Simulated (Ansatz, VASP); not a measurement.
# Two plane-wave programs on Mo

POSCAR

```
Mo
1.0
   -1.5647312472      1.5647312472      1.5647312472
    1.5647312472     -1.5647312472      1.5647312472
    1.5647312472      1.5647312472     -1.5647312472
Mo
1
Direct
    0.0000000000      0.0000000000      0.0000000000
```

Contents of INCAR.step1:

```
PREC     = Accurate       # precision mode
ENCUT    = 520            # plane-wave cutoff, eV
EDIFF    = 1E-5           # SCF threshold, eV
ISMEAR   = 0              # smearing method
SIGMA    = 0.1            # smearing width, eV
LREAL    = False          # projectors in reciprocal space
LASPH    = True           # aspherical terms in the spheres
NELM     = 60             # most SCF steps
ALGO     = Normal         # electronic algorithm
ISIF     = 2              # what is computed and relaxed
LWAVE    = True           # write WAVECAR
LCHARG   = False          # write CHGCAR
GGA      = PE             # functional
NBANDS   = 13             # bands
```

The input INCAR.step2:

```
PREC     = Accurate       # precision mode
ENCUT    = 520            # plane-wave cutoff, eV
EDIFF    = 1E-6           # SCF threshold, eV
ISMEAR   = 0              # smearing method
SIGMA    = 0.1            # smearing width, eV
LREAL    = False          # projectors in reciprocal space
LASPH    = True           # aspherical terms in the spheres
NELM     = 60             # most SCF steps
ALGO     = Normal         # electronic algorithm
ISIF     = 2              # what is computed and relaxed
LWAVE    = False          # write WAVECAR
LCHARG   = False          # write CHGCAR
GGA      = PE             # functional
LHFCALC  = True           # exact exchange
HFSCREEN = 0.2079         # screening, 1/A
PRECFOCK = Normal       
ISTART   = 1            
NBANDS   = 13             # bands
```

File KPOINTS:

```
regular mesh
0
Gamma
  8 8 8
```

Input for Ansatz:

```yaml
crystal:
  lattice:
    - [-1.5647312348, 1.5647312348, 1.5647312348]
    - [1.5647312348, -1.5647312348, 1.5647312348]
    - [1.5647312348, 1.5647312348, -1.5647312348]
  atoms:
    - { symbol: Mo, position: [0.0, 0.0, 0.0] }
basis:
  ecutwfc: 420
kpoints:
  mp_grid: { grid: [8, 8, 8] }
hamiltonian:
  xc: hse06
  pseudopotentials: { kind: paw, azcp: { folder: soft_1 } }
scf:
  occupations: { method: gaussian, width: 0.1 }
output:
  forces: true
  stress: true
  eigenvalues: true
```

Alike in both runs: task single point; functional HSE06; k mesh 8 × 8 × 8; occupations gaussian, width 0.1 eV; no spin polarisation.

|  | VASP | Ansatz |
| --- | --- | --- |
| version | VASP 6.6.1 | Ansatz 0.2.0 |
| potentials or method | VASP PAW PBE potentials, release 64 (Mo_sv), cutoff 520 eV | scalar-relativistic, plane waves, PAW |
| valence electrons in the cell | 14 | 14 |

Ansatz gave:

| Property | Result |
| --- | --- |
| gap on the k mesh at the Fermi level (eV) | none |
| pressure (GPa) | 3.3 |

Which values does VASP return?

gap on the k mesh at the Fermi level (eV): none; pressure (GPa): 4.3.

A gap of «none» marks a metal or a gap that the smearing closes. The functional is the same, so the differences come from potentials, cutoffs and numerics. Ansatz's warnings: filled band counts differ across k points, stress exchange threshold loose, stress scf threshold loose.
